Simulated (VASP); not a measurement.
A run of VASP 6.6.1:

Contents of INCAR:

```
PREC = Accurate
ENCUT = 520
EDIFF = 1E-7
ISMEAR = 0
SIGMA = 0.02
LREAL = F
LASPH = T
NELM = 150
ALGO = Normal
ISIF = 2
LWAVE = F
LCHARG = F
LMAXMIX = 4
LDAU = T
LDAUTYPE = 2
LDAUL = -1 -1 2 -1
LDAUU = 0 0 4 0
LDAUJ = 0 0 0 0
LDAUPRINT = 1
GGA = PE
NBANDS = 30
```

Contents of KPOINTS:

```
Automatic mesh
0
Gamma
  6 6 6
```

File POSCAR:

```
BaMgTiO3
1.0
    4.3130778711     -2.9363526919      0.0893057634
    4.3130778711      2.9363526919      0.0893057634
   -1.6941785190      0.0000000000      4.2866794107
Ba Mg Ti O
1 1 1 3
Direct
    0.0523775672      0.0523775672      0.9570679088
    0.3601295553      0.3601295553      0.6951597108
    0.5887731268      0.5887731268      0.4121332427
    0.4197574557      0.9457965849      0.5258722731
    0.9457965849      0.4197574557      0.5258722731
    0.3630657101      0.3630657101      0.0838945816
```

Potentials or basis: VASP PAW PBE potentials, release 64 (Ba_sv, Mg, Ti_sv, O).

Launch:

```bash
$ cat potpaw_PBE.64/Ba_sv/POTCAR potpaw_PBE.64/Mg/POTCAR potpaw_PBE.64/Ti_sv/POTCAR potpaw_PBE.64/O/POTCAR > POTCAR
$ mpirun -np 1 vasp_std > vasp.out
```

Hardware: 1 thread of Intel(R) Xeon(R) 6975P-C (Granite Rapids) (shared host).

Question: How long does it take, and how much memory?

Answer: It took 110 s on 1 thread of Intel(R) Xeon(R) 6975P-C (Granite Rapids) (shared host), peak memory 0.4 GiB. Counts: scf iterations 18, k points 68.
